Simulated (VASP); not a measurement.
# LuH2 (Fm-3m) in VASP: notebook

LuH2 is run at these levels: PBEsol+D3(BJ); tasks: single point.

Everything below comes from runs of VASP 6.6.1. Logs are shortened: lines on timing, memory, paths and dates and some standing lists are left out, and cuts for length are marked.

### 1 The cell of the first run

The structure is cubic, space group Fm-3m (No. 225). The conventional cell has a = 4.965 Å, b = 4.965 Å, c = 4.965 Å, α = 90.00°, β = 90.00°, γ = 90.00°. Lu (site symmetry m-3m) has 8 H at 2.15 Å within 2.8 Å. H (site symmetry -43m) has 4 Lu at 2.15 Å and 6 H at 2.48 Å within 2.8 Å.

### 2 Single point, PBEsol+D3(BJ)

INCAR reads:

```
  PREC = Accurate
  ENCUT = 520
  EDIFF = 1E-6
  ISMEAR = -1
  SIGMA = 0.1
  LREAL = False
  LASPH = True
  NELM = 100
  ALGO = Normal
  ISIF = 2
  LWAVE = False
  LCHARG = True
  GGA = PS
  IVDW = 12
  LELF = True
  LVHAR = True
  NBANDS = 20
```

KPOINTS reads:

```
Automatic mesh
0
Gamma
  10 10 10
```

POSCAR reads:

```
LuH2
1.0
    0.0000000000      2.4824890740      2.4824890740
    2.4824890740      0.0000000000      2.4824890740
    2.4824890740      2.4824890740      0.0000000000
Lu H
1 2
Direct
    0.0000000000      0.0000000000      0.0000000000
    0.2500000000      0.2500000000      0.2500000000
    0.7500000000      0.7500000000      0.7500000000
```

Potentials or basis: VASP PAW PBE potentials, release 64 (Lu, H).

Started as:

```console
cat potpaw_PBE.64/Lu/POTCAR potpaw_PBE.64/H/POTCAR > POTCAR
mpirun -np 1 vasp_std > vasp.out
```

OUTCAR:

```text
PREC = Accurate
   ENCUT = 520
   EDIFF = 1E-6
   ISMEAR = -1
   LREAL = False
   LASPH = True
   NELM = 100
   ISIF = 2
   GGA = PS
   IVDW = 12
 IVDW          = 12

 ion  position               nearest neighbor table
   1  0.000  0.000  0.000-   3 2.15   3 2.15   3 2.15   2 2.15   3 2.15   2 2.15   2 2.15   2 2.15

   2  0.250  0.250  0.250-   1 2.15   1 2.15   1 2.15   1 2.15
   3  0.750  0.750  0.750-   1 2.15   1 2.15   1 2.15   1 2.15

  LATTYP: Found a face centered cubic cell.
 ALAT       =     4.9649781480

  Lattice vectors:

 A1 = (   0.0000000000,   2.4824890740,   2.4824890740)
 A2 = (   2.4824890740,   0.0000000000,   2.4824890740)
 A3 = (   2.4824890740,   2.4824890740,   0.0000000000)

Analysis of symmetry for initial positions (statically):
=====================================================================
 Subroutine PRICEL returns:
 Original cell was already a primitive cell.

 Routine SETGRP: Setting up the symmetry group for a
 face centered cubic supercell.

 Subroutine GETGRP returns: Found 48 space group operations
 (whereof 48 operations were pure point group operations)
 out of a pool of 48 trial point group operations.

The static configuration has the point symmetry O_h .

Analysis of symmetry for dynamics (positions and initial velocities):
=====================================================================
 Subroutine PRICEL returns:
 Original cell was already a primitive cell.

 Routine SETGRP: Setting up the symmetry group for a
 face centered cubic supercell.

 Subroutine GETGRP returns: Found 48 space group operations
 (whereof 48 operations were pure point group operations)
 out of a pool of 48 trial point group operations.

The dynamic configuration has the point symmetry O_h .

 Subroutine INISYM returns: Found 48 space group operations
 (whereof 48 operations are pure point group operations),
 and found     1 'primitive' translations

----------------------------------------------------------------------------------------

                                     Primitive cell

  volume of cell :      30.5979

  direct lattice vectors                    reciprocal lattice vectors
     0.000000000  2.482489074  2.482489074    -0.201410756  0.201410756  0.201410756
     2.482489074  0.000000000  2.482489074     0.201410756 -0.201410756  0.201410756
     2.482489074  2.482489074  0.000000000     0.201410756  0.201410756 -0.201410756

  length of vectors
     3.510769717  3.510769717  3.510769717     0.348853662  0.348853662  0.348853662

  position of ions in fractional coordinates (direct lattice)
     0.000000000  0.000000000  0.000000000
     0.250000000  0.250000000  0.250000000
     0.750000000  0.750000000  0.750000000

  ion indices of the primitive-cell ions
   primitive index   ion index
                 1           1
                 2           2
                 3           3

----------------------------------------------------------------------------------------

 KPOINTS: Automatic mesh

Automatic generation of k-mesh.
 Grid dimensions read from file:
 generate k-points for:   10   10   10

 Generating k-lattice:

  Cartesian coordinates                     Fractional coordinates (reciprocal lattice)
    -0.020141076  0.020141076  0.020141076     0.100000000  0.000000000  0.000000000
     0.020141076 -0.020141076  0.020141076     0.000000000  0.100000000  0.000000000
     0.020141076  0.020141076 -0.020141076     0.000000000  0.000000000  0.100000000

  Length of vectors
     0.034885366  0.034885366  0.034885366

  Shift w.r.t. Gamma in fractional coordinates (k-lattice)
     0.000000000  0.000000000  0.000000000

 Subroutine IBZKPT returns following result:
 ===========================================

 Found     47 irreducible k-points:

 Following reciprocal coordinates:
            Coordinates               Weight
  0.000000  0.000000  0.000000      1.000000
  0.100000  0.000000  0.000000      8.000000
  0.200000  0.000000  0.000000      8.000000
  0.300000  0.000000  0.000000      8.000000
  0.400000  0.000000  0.000000      8.000000
  0.500000  0.000000  0.000000      4.000000
[... 16 lines left out ...]
  0.300000  0.300000  0.000000      6.000000
  0.400000  0.300000  0.000000     24.000000
 [... further k-points ...]
   k-points           NKPTS =     47   k-points in BZ     NKDIM =     47   number of bands    NBANDS=     20
   number of dos      NEDOS =    301   number of ions     NIONS =      3
   total plane-waves  NPLWV =  21952
   dimension x,y,z NGX =    28 NGY =   28 NGZ =   28
   dimension x,y,z NGXF=    56 NGYF=   56 NGZF=   56
   ions per type =               1   2
   NGX,Y,Z   is equivalent  to a cutoff of  13.26, 13.26, 13.26 a.u.
   NGXF,Y,Z  is equivalent  to a cutoff of  26.52, 26.52, 26.52 a.u.
 SYSTEM =  unknown system
   PREC   = accura    normal or accurate (medium, high low for compatibility)
   ISTART =      0    job   : 0-new  1-cont  2-samecut
   ICHARG =      2    charge: 1-file 2-atom 10-const
   ISPIN  =      1    spin polarized calculation?
   LNONCOLLINEAR =      F non collinear calculations
   LSORBIT =      F    spin-orbit coupling
   LASPH  =      T    aspherical Exc in radial PAW
   ENCUT  =  520.0 eV  38.22 Ry    6.18 a.u.   6.53  6.53  6.53*2*pi/ulx,y,z
   NELM   =    100;   NELMIN=  2; NELMDL= -5     # of ELM steps
   EDIFF  = 0.1E-05   stopping-criterion for ELM
   LREAL  =      F    real-space projection
   EDIFFG = 0.1E-04   stopping-criterion for IOM
   NSW    =      0    number of steps for IOM
   IBRION =     -1    ionic relax: 0-MD 1-quasi-New 2-CG
   NFREE  =      0    steps in history (QN), initial steepest desc. (CG)
   ISIF   =      2    stress and relaxation
   ISYM   =      2    0-nonsym 1-usesym 2-fastsym
   POTIM  = 0.5000    time-step for ionic-motion
   TEBEG  =    0.0;   TEEND  =   0.0 temperature during run
   PSTRESS=    0.0 pullay stress
   NELECT =      27.0000    total number of electrons
   NUPDOWN=      -1.0000    fix difference up-down
   EMIN   =  10.00;   EMAX   =-10.00  energy-range for DOS
   EFERMI =   0.00;   METHOD = LEGACY
   ISMEAR =    -1;   SIGMA  =   0.10  broadening in eV -4-tet -1-fermi 0-gaus
   EFERMI_NEDOS =   21; number of points for ismear=-14 and -15
   IALGO  =     38    algorithm
   IMIX   =      4    mixing-type and parameters
     AMIX     =   0.40;   BMIX     =  1.00
     AMIX_MAG =   1.60;   BMIX_MAG =  1.00
  volume/ion in A,a.u.               =      10.20        68.83
  Fermi-wavevector in a.u.,A,eV,Ry     =   1.570238  2.967319 33.547158  2.465647
  Thomas-Fermi vector in A             =   2.672001
   LORBIT       =      0    0 simple, 1 ext, 2 COOP (PROOUT), +10 PAW based schemes
   GGA     = PS    functional components
   LHFCALC =     F    Hartree Fock is set to
   AEXX    =    0.0000 exact exchange contribution
   IVDW    =    12    specifies the selected vdW correction
   LEPSILON=     F    determine dielectric tensor
   LRPA    =     F    only Hartree local field effects (RPA)
 non-spin polarized calculation
  energy-cutoff  :      520.00
  volume of cell :       30.60
 maximum number of plane-waves:       869
 NGX is ok and might be reduce to    28
   NGX = 13   NGY = 13   NGZ = 13

 number of electron      26.9999997 magnetization

 Free energy of the ion-electron system (eV)
  ---------------------------------------------------
  ext. energy  EPLUGINS =         0.00000000
  ---------------------------------------------------
  free energy    TOTEN  =       -13.70959651 eV

  energy without entropy =      -13.69076009  energy(sigma->0) =      -13.70017830

 E-fermi :   2.7006     XC(G=0): -11.3919

 val. band max:        2.6070638597   @ k =  -0.4000   0.2000   0.0000
 cond. band min:       2.7306211316   @ k =  -0.2000   0.3000   0.1000
 fundamental gap:      0.1235572719
 Fermi energy:         2.7005852349

 k-point     1 :       0.0000    0.0000    0.0000
  band No.  band energies     occupation
      1     -53.3385      2.00000
      2     -23.8375      2.00000
      3     -23.8375      2.00000
      4     -23.8375      2.00000
      5      -6.7668      2.00000
      6      -2.4650      2.00000
[... 12 lines left out ...]
     19      13.0137      0.00000
     20      15.2939      0.00000

 k-point     2 :       0.1000    0.0000    0.0000
  band No.  band energies     occupation
      1     -53.3359      2.00000
      2     -23.8892      2.00000
      3     -23.8437      2.00000
      4     -23.8437      2.00000
      5      -6.5228      2.00000
      6      -2.4688      2.00000
[... 12 lines left out ...]
     19      12.0251      0.00000
     20      15.8709      0.00000

 k-point     3 :       0.2000    0.0000    0.0000
  band No.  band energies     occupation
      1     -53.3293      2.00000
      2     -24.0216      2.00000
      3     -23.8599      2.00000
      4     -23.8599      2.00000
      5      -5.8582      2.00000
      6      -2.4786      2.00000
[... 12 lines left out ...]
     19      11.0360      0.00000
     20      15.1677      0.00000

 k-point     4 :       0.3000    0.0000    0.0000
  band No.  band energies     occupation
      1     -53.3211      2.00000
      2     -24.1796      2.00000
      3     -23.8799      2.00000
      4     -23.8799      2.00000
      5      -4.9878      2.00000
      6      -2.4839      2.00000
[... 12 lines left out ...]
     19      11.6398      0.00000
     20      12.4732      0.00000

 k-point     5 :       0.4000    0.0000    0.0000
  band No.  band energies     occupation
      1     -53.3144      2.00000
      2     -24.3032      2.00000
      3     -23.8960      2.00000
      4     -23.8960      2.00000
      5      -4.2896      2.00000
      6      -2.4630      2.00000
[... 12 lines left out ...]
     19      10.2919      0.00000
     20      13.5197      0.00000
[... 353 lines left out ...]
      6      -2.4881      2.00000
[... 12 lines left out ...]
     19      11.0197      0.00000
     20      12.2794      0.00000

 k-point    22 :      -0.2000    0.2000    0.0000
  band No.  band energies     occupation
      1     -53.3182      2.00000
      2     -24.1549      2.00000
      3     -23.9765      2.00000
      4     -23.8780      2.00000
      5      -4.5927      2.00000
      6      -2.4965      2.00000
[... 12 lines left out ...]
     19      10.8296      0.00000
     20      12.0862      0.00000

 k-point    23 :       0.3000    0.3000    0.0000
  band No.  band energies     occupation
      1     -53.3153      2.00000
      2     -24.1767      2.00000
      3     -23.9496      2.00000
      4     -23.9496      2.00000
      5      -4.1587      2.00000
      6      -2.5419      2.00000
[... 12 lines left out ...]
     19      12.2954      0.00000
     20      13.8421      0.00000

 k-point    24 :       0.4000    0.3000    0.0000
  band No.  band energies     occupation
      1     -53.3101      2.00000
      2     -24.2433      2.00000
      3     -23.9864      2.00000
      4     -23.9688      2.00000
      5      -3.3810      2.00000
      6      -2.5759      2.00000
[... 12 lines left out ...]
     19      12.1855      0.00000
     20      12.7439      0.00000

 [... further k-points ...]

------------------------ aborting loop because EDIFF is reached ----------------------------------------

 Edisp (eV)   -0.57037

 E8    (eV) :    -0.3877

  FORCE on cell =-STRESS in cart. coord.  units (eV):
  Direction    XX          YY          ZZ          XY          YZ          ZX
  --------------------------------------------------------------------------------------
  -------------------------------------------------------------------------------------
  Total      -0.58708    -0.58708    -0.58708     0.00000    -0.00000     0.00000
  in kB     -30.74072   -30.74072   -30.74072     0.00000    -0.00000     0.00000
  external pressure =      -30.74 kB  Pullay stress =        0.00 kB

 VOLUME and BASIS-vectors are now :
 -----------------------------------------------------------------------------
  energy-cutoff  :      520.00
  volume of cell :       30.60
      direct lattice vectors                 reciprocal lattice vectors
     0.000000000  2.482489074  2.482489074    -0.201410756  0.201410756  0.201410756
     2.482489074  0.000000000  2.482489074     0.201410756 -0.201410756  0.201410756
     2.482489074  2.482489074  0.000000000     0.201410756  0.201410756 -0.201410756

 POSITION                                       TOTAL-FORCE (eV/Angst)
 -----------------------------------------------------------------------------------
      0.00000      0.00000      0.00000        -0.000000     -0.000000     -0.000000
      1.24124      1.24124      1.24124        -0.000000     -0.000000     -0.000000
      3.72373      3.72373      3.72373         0.000000      0.000000      0.000000
 -----------------------------------------------------------------------------------
    total drift:                               -0.000000     -0.000000     -0.000000

  FREE ENERGIE OF THE ION-ELECTRON SYSTEM (eV)
  ---------------------------------------------------
  free  energy   TOTEN  =       -14.2799662157 eV

  energy  without entropy=      -14.2611297937  energy(sigma->0) =      -14.27054800
```

It took 69 s on 1 thread of Intel Xeon 8259CL, shared host; peak memory 0.2 GiB.

Results:

```yaml
Free_energy: -14.2800 eV
Pressure: -3.1 GPa
Band_gap_on_the_k_mesh: zero (an odd number of electrons rules out a gap without spin polarisation)
Dispersion_energy_per_atom: -0.190 eV
```

Caveat: three body term missing; the cell stands under tension; the PAW data sets were made with another functional, which shifts forces and pressure a little; spin-orbit coupling is left out, which moves the levels of the heavy elements.

### 3 Single point, PBEsol+D3(BJ)

This run uses another cell than the first one, of 10.62 Å³/atom.

INCAR reads:

```
  ALGO = Normal
  EDIFF = 1E-6
  ENCUT = 520
  GGA = PS
  ISIF = 2
  ISMEAR = -1
  IVDW = 12
  LASPH = T
  LCHARG = F
  LREAL = F
  LWAVE = F
  NBANDS = 20
  NELM = 80
  PREC = Accurate
  SIGMA = 0.1
```

KPOINTS reads:

```
k-points
0
Gamma
  10 10 10
```

POSCAR reads:

```
LuH2
1.0
    0.0000000000      2.5165000000      2.5165000000
    2.5165000000      0.0000000000      2.5165000000
    2.5165000000      2.5165000000      0.0000000000
Lu H
1 2
Direct
    0.0000000000      0.0000000000      0.0000000000
    0.2500000000      0.2500000000      0.2500000000
    0.7500000000      0.7500000000      0.7500000000
```

Potentials or basis: VASP PAW PBE potentials, release 64 (Lu, H).

Started as:

```console
cat potpaw_PBE.64/Lu/POTCAR potpaw_PBE.64/H/POTCAR > POTCAR
mpirun -np 1 vasp_std > vasp.out
```

It took 63 s on 1 thread of Intel Xeon 8259CL, shared host; peak memory 0.19 GiB.

Results (log left out):

| Quantity | Value |
| --- | --- |
| Free energy | -14.2424 eV |
| Pressure | -6.7 GPa |
| Band gap on the k mesh | zero (an odd number of electrons rules out a gap without spin polarisation) |
| Dispersion energy per atom | -0.182 eV |

Levels at points of the mesh, in eV from the Fermi level:
```tsv
k point	band 11	band 12	band 13	band 14	band 15	band 16
(0.00, 0.00, 0.00)	-4.87	-4.87	-0.47	1.33	1.33	1.33
(0.50, 0.00, 0.00)	-4.89	-4.87	-3.90	1.41	1.41	4.88
(0.50, 0.50, 0.00)	-4.90	-4.90	-3.97	-2.37	5.90	5.98
```

Caveat: three body term missing; the cell stands under tension; the PAW data sets were made with another functional, which shifts forces and pressure a little; spin-orbit coupling is left out, which moves the levels of the heavy elements.

The gap in the log of VASP goes by the Fermi energy; the results here count the filled bands.